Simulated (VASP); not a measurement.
# Si5P (Cmmm) in VASP: further runs

Si5P is run at these levels: PBE; tasks: relaxation of cell and atoms, single point.

Program: VASP 6.6.1. These are calculated values, not measurements. Logs are shortened: lines on timing, memory, paths and dates and some standing lists are left out, and cuts for length are marked.

### 1 The cell of the first run

It takes space group Cmmm (No. 65, orthorhombic). The conventional cell has a = 5.558 Å, b = 6.528 Å, c = 5.524 Å, α = 90.00°, β = 90.00°, γ = 90.00°. Within 2.8 Å of Si (site symmetry 2/m) lie 6 Si at 2.14 to 2.78 Å. Within 2.8 Å of Si (site symmetry 2/m) lie 2 P at 2.14 Å and 4 Si at 2.76 to 2.78 Å. Within 2.8 Å of Si (site symmetry mmm) lie 4 Si at 2.14 Å and 2 P at 2.76 Å. P (site symmetry mmm) has 6 Si at 2.14 to 2.76 Å within 2.8 Å.

The cell was generated, and may not be a known phase.

### 2 Relaxation of cell and atoms, PBE

Input file INCAR:

```
SYSTEM = Si5P
PREC = Accurate
ENCUT = 600
EDIFF = 1E-6
ISMEAR = 0
SIGMA = 0.1
LREAL = .FALSE.
LASPH = .TRUE.
NELM = 60
ALGO = Normal
ISIF = 3
LWAVE = .FALSE.
LCHARG = .FALSE.
GGA = PE
IBRION = 2
NSW = 90
EDIFFG = -0.04
```

Input file KPOINTS:

```
regular mesh
0
G
  4 4 4
  0 0 0
```

Input file POSCAR:

```
Si5P
1.0
    2.7788198900     -3.2639785000      0.0000000000
    2.7788198900      3.2639785000      0.0000000000
    0.0000000000      0.0000000000      5.5237721800
Si P
5 1
Direct
    0.0000000000      0.5000000000      0.5000000000
    0.5000000000      0.0000000000      0.5000000000
    0.0000000000      0.5000000000      0.0000000000
    0.5000000000      0.0000000000      0.0000000000
    0.5000000000      0.5000000000      0.5000000000
    0.5000000000      0.5000000000      0.0000000000
```

Potentials or basis: VASP PAW PBE potentials, release 64 (Si, P).

Run with:

```console
cat potpaw_PBE.64/Si/POTCAR potpaw_PBE.64/P/POTCAR > POTCAR
mpirun -np 1 vasp_std > vasp.out
```

OUTCAR:

```text
SYSTEM = Si5P
   PREC = Accurate
   ENCUT = 600
   EDIFF = 1E-6
   ISMEAR = 0
   LREAL = .FALSE.
   LASPH = .TRUE.
   NELM = 60
   ISIF = 3
   GGA = PE
   IBRION = 2
   NSW = 90
   EDIFFG = -0.04

 ion  position               nearest neighbor table
   1  0.000  0.500  0.500-   5 2.14   5 2.14   3 2.76   3 2.76   2 2.78   2 2.78
   2  0.500  0.000  0.500-   5 2.14   5 2.14   4 2.76   4 2.76   1 2.78   1 2.78
   3  0.000  0.500  0.000-   6 2.14   6 2.14   1 2.76   1 2.76   4 2.78   4 2.78
   4  0.500  0.000  0.000-   6 2.14   6 2.14   2 2.76   2 2.76   3 2.78   3 2.78
   5  0.500  0.500  0.500-   1 2.14   2 2.14   2 2.14   1 2.14   6 2.76   6 2.76
   6  0.500  0.500  0.000-   3 2.14   4 2.14   4 2.14   3 2.14   5 2.76   5 2.76

  LATTYP: Found a base centered orthorhombic cell.
 ALAT       =     5.5576397800
 B/A-ratio  =     1.1745915997
 C/A-ratio  =     0.9939061182

  Lattice vectors:

 A1 = (   2.7788198900,  -3.2639785000,   0.0000000000)
 A2 = (   2.7788198900,   3.2639785000,   0.0000000000)
 A3 = (   0.0000000000,   0.0000000000,   5.5237721800)

Analysis of symmetry for initial positions (statically):
=====================================================================
 Subroutine PRICEL returns:
 Original cell was already a primitive cell.

 Routine SETGRP: Setting up the symmetry group for a
 base centered orthorhombic supercell.

 Subroutine GETGRP returns: Found  8 space group operations
 (whereof  8 operations were pure point group operations)
 out of a pool of  8 trial point group operations.

The static configuration has the point symmetry D_2h.

Analysis of symmetry for dynamics (positions and initial velocities):
=====================================================================
 Subroutine PRICEL returns:
 Original cell was already a primitive cell.

 Routine SETGRP: Setting up the symmetry group for a
 base centered orthorhombic supercell.

 Subroutine GETGRP returns: Found  8 space group operations
 (whereof  8 operations were pure point group operations)
 out of a pool of  8 trial point group operations.

The dynamic configuration has the point symmetry D_2h.

 Subroutine INISYM returns: Found  8 space group operations
 (whereof  8 operations are pure point group operations),
 and found     1 'primitive' translations

----------------------------------------------------------------------------------------

                                     Primitive cell

  volume of cell :     100.2013

  direct lattice vectors                    reciprocal lattice vectors
     2.778819890 -3.263978500  0.000000000     0.179932496 -0.153187284  0.000000000
     2.778819890  3.263978500  0.000000000     0.179932496  0.153187284  0.000000000
     0.000000000  0.000000000  5.523772180     0.000000000  0.000000000  0.181035707

  length of vectors
     4.286653197  4.286653197  5.523772180     0.236309219  0.236309219  0.181035707

  position of ions in fractional coordinates (direct lattice)
     0.000000000  0.500000000  0.500000000
     0.500000000  0.000000000  0.500000000
     0.000000000  0.500000000  0.000000000
     0.500000000  0.000000000  0.000000000
     0.500000000  0.500000000  0.500000000
     0.500000000  0.500000000  0.000000000

  ion indices of the primitive-cell ions
   primitive index   ion index
                 1           1
                 2           2
                 3           3
                 4           4
                 5           5
                 6           6

----------------------------------------------------------------------------------------

 KPOINTS: regular mesh

Automatic generation of k-mesh.
 Grid dimensions read from file:
 generate k-points for:    4    4    4

 Generating k-lattice:

  Cartesian coordinates                     Fractional coordinates (reciprocal lattice)
     0.044983124 -0.038296821  0.000000000     0.250000000  0.000000000  0.000000000
     0.044983124  0.038296821  0.000000000     0.000000000  0.250000000  0.000000000
     0.000000000  0.000000000  0.045258927     0.000000000  0.000000000  0.250000000

  Length of vectors
     0.059077305  0.059077305  0.045258927

  Shift w.r.t. Gamma in fractional coordinates (k-lattice)
     0.000000000  0.000000000  0.000000000

 Subroutine IBZKPT returns following result:
 ===========================================

 Found     21 irreducible k-points:

 Following reciprocal coordinates:
            Coordinates               Weight
  0.000000  0.000000  0.000000      1.000000
  0.250000  0.000000  0.000000      4.000000
  0.500000  0.000000  0.000000      2.000000
  0.250000  0.250000  0.000000      2.000000
  0.500000  0.250000  0.000000      4.000000
 -0.250000  0.250000  0.000000      2.000000
[... 13 lines left out ...]
 -0.250000  0.250000  0.500000      2.000000
  0.500000  0.500000  0.500000      1.000000
   k-points           NKPTS =     21   k-points in BZ     NKDIM =     21   number of bands    NBANDS=     16
   number of dos      NEDOS =    301   number of ions     NIONS =      6
   total plane-waves  NPLWV =  62208
   dimension x,y,z NGX =    36 NGY =   36 NGZ =   48
   dimension x,y,z NGXF=    72 NGYF=   72 NGZF=   96
   ions per type =               5   1
   NGX,Y,Z   is equivalent  to a cutoff of  13.96, 13.96, 14.45 a.u.
   NGXF,Y,Z  is equivalent  to a cutoff of  27.92, 27.92, 28.89 a.u.
 SYSTEM =  Si5P
   PREC   = accura    normal or accurate (medium, high low for compatibility)
   ISTART =      0    job   : 0-new  1-cont  2-samecut
   ICHARG =      2    charge: 1-file 2-atom 10-const
   ISPIN  =      1    spin polarized calculation?
   LNONCOLLINEAR =      F non collinear calculations
   LSORBIT =      F    spin-orbit coupling
   LASPH  =      T    aspherical Exc in radial PAW
   ENCUT  =  600.0 eV  44.10 Ry    6.64 a.u.   8.56  8.56 11.03*2*pi/ulx,y,z
   NELM   =     60;   NELMIN=  2; NELMDL= -5     # of ELM steps
   EDIFF  = 0.1E-05   stopping-criterion for ELM
   LREAL  =      F    real-space projection
   EDIFFG = -.4E-01   stopping-criterion for IOM
   NSW    =     90    number of steps for IOM
   IBRION =      2    ionic relax: 0-MD 1-quasi-New 2-CG
   NFREE  =      1    steps in history (QN), initial steepest desc. (CG)
   ISIF   =      3    stress and relaxation
   ISYM   =      2    0-nonsym 1-usesym 2-fastsym
   POTIM  = 0.5000    time-step for ionic-motion
   TEBEG  =    0.0;   TEEND  =   0.0 temperature during run
   PSTRESS=    0.0 pullay stress
   NELECT =      25.0000    total number of electrons
   NUPDOWN=      -1.0000    fix difference up-down
   EMIN   =  10.00;   EMAX   =-10.00  energy-range for DOS
   EFERMI =   0.00;   METHOD = LEGACY
   ISMEAR =     0;   SIGMA  =   0.10  broadening in eV -4-tet -1-fermi 0-gaus
   EFERMI_NEDOS =   21; number of points for ismear=-14 and -15
   IALGO  =     38    algorithm
   IMIX   =      4    mixing-type and parameters
     AMIX     =   0.40;   BMIX     =  1.00
     AMIX_MAG =   1.60;   BMIX_MAG =  1.00
  volume/ion in A,a.u.               =      16.70       112.70
  Fermi-wavevector in a.u.,A,eV,Ry     =   1.030616  1.947582 14.451700  1.062170
  Thomas-Fermi vector in A             =   2.164723
   LORBIT       =      0    0 simple, 1 ext, 2 COOP (PROOUT), +10 PAW based schemes
   GGA     = PE    functional components
   LHFCALC =     F    Hartree Fock is set to
   AEXX    =    0.0000 exact exchange contribution
   IVDW    =     0    specifies the selected vdW correction
   LEPSILON=     F    determine dielectric tensor
   LRPA    =     F    only Hartree local field effects (RPA)
 conjugate gradient relaxation of ions
 non-spin polarized calculation
 Gauss-broadening in eV      SIGMA  =   0.10
  energy-cutoff  :      600.00
  volume of cell :      100.20
 maximum number of plane-waves:      3366
 NGX is ok and might be reduce to    36
   NGX = 17   NGY = 17   NGZ = 23

--------------------------------------- Ionic step        1  -------------------------------------------

 number of electron      25.0000000 magnetization

 Free energy of the ion-electron system (eV)
  ---------------------------------------------------
  ext. energy  EPLUGINS =         0.00000000
  ---------------------------------------------------
  free energy    TOTEN  =       -26.31218428 eV

  energy without entropy =      -26.28438780  energy(sigma->0) =      -26.29828604

------------------------ aborting loop because EDIFF is reached ----------------------------------------

  FORCE on cell =-STRESS in cart. coord.  units (eV):
  Direction    XX          YY          ZZ          XY          YZ          ZX
  --------------------------------------------------------------------------------------
  -------------------------------------------------------------------------------------
  Total       17.4730072     29.5947178    -12.1708159      0.0000000      0.0000000      0.0000000
  in kB      279.3860997    473.2071999   -194.6062727      0.0000000      0.0000000      0.0000000
  external PRESSURE =     185.9956757 kB  Pullay stress =       0.0000000 kB
[... 101 lines left out ...]
  FREE ENERGIE OF THE ION-ELECTRON SYSTEM (eV)
  ---------------------------------------------------
  free  energy   TOTEN  =       -29.2002417926 eV

  energy  without entropy=      -29.1856562578  energy(sigma->0) =      -29.19294903

 E-fermi :   7.2486     XC(G=0): -10.0546

 val. band max:        7.2468552717   @ k =   0.5000   0.2500   0.0000
 cond. band min:       7.3003940395   @ k =   0.5000   0.5000   0.2500
 fundamental gap:      0.0535387678
 Fermi energy:         7.2485646162

 k-point     1 :       0.0000    0.0000    0.0000
  band No.  band energies     occupation
      1      -6.6853      2.00000
      2      -2.2530      2.00000
      3      -0.1651      2.00000
      4      -0.0996      2.00000
      5       0.3670      2.00000
      6       0.8279      2.00000
[... 376 lines left out ...]
      3      -3.4689      2.00000
      4      -2.3734      2.00000
      5       0.9998      2.00000
      6       1.3665      2.00000
[... 8 lines left out ...]
     15       8.6086      0.00000
     16       8.7069      0.00000

[... ionic steps 4 to 12 ...]

--------------------------------------- Ionic step       13  -------------------------------------------

 number of electron      25.0000001 magnetization

------------------------ aborting loop because EDIFF is reached ----------------------------------------
[... 75 lines left out ...]
--------------------------------------- Ionic step       15  -------------------------------------------

 number of electron      25.0000001 magnetization

 Free energy of the ion-electron system (eV)
  ---------------------------------------------------
  ext. energy  EPLUGINS =         0.00000000
  ---------------------------------------------------
  free energy    TOTEN  =       -30.16986520 eV

  energy without entropy =      -30.15972579  energy(sigma->0) =      -30.16479550

 E-fermi :   7.1343     XC(G=0):  -9.9865

 val. band max:        7.1298584130   @ k =   0.5000   0.0000   0.2500
 cond. band min:       7.1540608902   @ k =   0.5000   0.5000   0.2500
 fundamental gap:      0.0242024772
 Fermi energy:         7.1343348878

 k-point     1 :       0.0000    0.0000    0.0000
  band No.  band energies     occupation
      1      -6.7589      2.00000
      2      -2.6942      2.00000
      3      -0.2534      2.00000
      4      -0.0631      2.00000
      5       0.2870      2.00000
      6       0.8778      2.00000
[... 421 lines left out ...]
  FREE ENERGIE OF THE ION-ELECTRON SYSTEM (eV)
  ---------------------------------------------------
  free  energy   TOTEN  =       -30.1698652045 eV

  energy  without entropy=      -30.1597257896  energy(sigma->0) =      -30.16479550

 reached required accuracy - stopping structural energy minimisation
```

Run time: 3.7 min. Hardware: 1 thread of Intel Xeon Platinum 8488C (Sapphire Rapids), shared host; peak memory 0.25 GiB.

Results:

| Item | Value |
| --- | --- |
| Free energy | -30.1699 eV |
| Relaxed volume | 17.84 Å³/atom |
| Relaxed cell | a = 4.895 Å, b = 4.895 Å, c = 5.138 Å, α = 90.00°, β = 90.00°, γ = 119.63° |
| Space group after relaxing (to 0.1 Å) | Cmmm (No. 65) |
| Energy gained by relaxing | 642.9 meV/atom |
| Ionic steps | 15 |
| Pressure after relaxing | -0.2 GPa |
| Band gap on the k mesh | zero (an odd number of electrons rules out a gap without spin polarisation) |

Step by step:
```
step  energy change (eV)  largest force (eV/Å)  pressure (GPa)  volume (Å³)
   1              0.0000                0.0000           18.60       100.20
   2             -2.5345                0.0000           -8.15       127.63
   3             -2.8881                0.0000           -5.20       118.09
   4             -2.8925                0.0000           -4.84       117.45
   5             -2.8928                0.0000           -4.56       116.97
   6             -3.1949                0.0000           -0.08       109.73
   7             -3.2126                0.0000            1.74       107.61
   8             -3.4105                0.0000            1.13       107.32
   9             -3.7892                0.0000            1.94       104.88
  10             -3.7677                0.0000            1.36       105.46
  11             -3.7909                0.0000            1.75       105.05
  12             -3.7071                0.0000           -1.27       109.28
  13             -3.8453                0.0000            0.19       106.71
  14             -3.8569                0.0000           -0.24       107.11
  15             -3.8577                0.0000           -0.16       107.03
```

Final structure:
```cif
data_structure
_symmetry_space_group_name_H-M 'P 1'
_symmetry_Int_Tables_number 1
_cell_length_a 4.8952
_cell_length_b 4.8952
_cell_length_c 5.1383
_cell_angle_alpha 90.000
_cell_angle_beta 90.000
_cell_angle_gamma 119.630
_cell_volume 107.03
loop_
_atom_site_label
_atom_site_type_symbol
_atom_site_fract_x
_atom_site_fract_y
_atom_site_fract_z
_atom_site_occupancy
Si1 Si 0.00000 0.50000 0.50000 1
Si2 Si 0.50000 0.00000 0.50000 1
Si3 Si 0.00000 0.50000 0.00000 1
Si4 Si 0.50000 0.00000 0.00000 1
Si5 Si 0.50000 0.50000 0.50000 1
P1 P 0.50000 0.50000 0.00000 1
```

Levels at points of the mesh, in eV from the Fermi level:
```tsv
k point	band 10	band 11	band 12	band 13	band 14	band 15
(0.00, 0.00, 0.00)	-2.06	-1.85	-1.12	-1.04	-0.99	-0.39
(0.50, 0.00, 0.00)	-2.32	-2.01	-0.38	0.24	1.09	1.22
(0.50, 0.50, 0.00)	-1.83	-1.57	-0.60	0.27	0.60	0.95
(0.00, 0.00, 0.50)	-2.69	-2.56	-2.45	-1.78	-1.34	2.76
(0.50, 0.00, 0.50)	-0.51	-0.30	0.53	0.85	1.41	1.46
(0.50, 0.50, 0.50)	-0.87	-0.39	0.47	0.63	1.12	1.31
```

Caveat: the k points lie up to 0.37 Å⁻¹ apart in the final cell, too coarse for converged energies and pressures of a metal.

(Part 1 of 2 ends here.)

The gap in the log of VASP goes by the Fermi energy; the results here count the filled bands.